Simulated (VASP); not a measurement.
Here is a VASP 6.6.1 calculation.

Contents of INCAR:

```
SYSTEM = TmSb2Cl2
PREC = Accurate
ENCUT = 500
EDIFF = 1E-6
ISMEAR = 0
SIGMA = 0.1
LREAL = .FALSE.
LASPH = .TRUE.
NELM = 200
ALGO = Normal
ISIF = 2
LWAVE = .FALSE.
LCHARG = .FALSE.
GGA = PE
NBANDS = 24
GGA_COMPAT = .FALSE.
LMAXMIX = 6
```

File KPOINTS:

```
regular mesh
0
G
  4 4 4
  0 0 0
```

File POSCAR:

```
TmSb2Cl2
1.0
    4.3847853695      0.0000000000      0.0000000000
    0.0000000000      4.3847853695      0.0000000000
    0.0000000000      0.0000000000      6.9847494422
Tm Sb Cl
1 2 2
Direct
    0.0000000000      0.0000000000      0.0000000000
    0.5000000000      0.5000000000      0.2066784483
    0.5000000000      0.5000000000      0.7933215517
    0.0000000000      0.5000000000      0.5000000000
    0.5000000000      0.0000000000      0.5000000000
```

Potentials or basis: VASP PAW PBE potentials, release 64 (Tm_3, Sb, Cl), 4f in core.

Run with:

```bash
$ cat potpaw_PBE.64/Tm_3/POTCAR potpaw_PBE.64/Sb/POTCAR potpaw_PBE.64/Cl/POTCAR > POTCAR
$ mpirun -np 1 vasp_std > vasp.out
```

Estimate the largest force.

0.017 eV/Å.

Predict the pressure.

0.1 GPa.

Stress tensor (GPa, compression positive):
```
0.08 0.00 0.00
0.00 0.08 0.00
0.00 0.00 0.21
```

Caveat: spin-orbit coupling is left out, which moves the levels of the heavy elements; the 4f electrons are frozen in the core, so they carry no moment and show no levels; an odd number of electrons without spin polarisation forces a metal; a magnetic or distorted state may lie lower; the run has no spin polarisation, though such a crystal can be magnetic. Spin polarisation is off, so any magnetic state and its effect on volume and gap are missing.
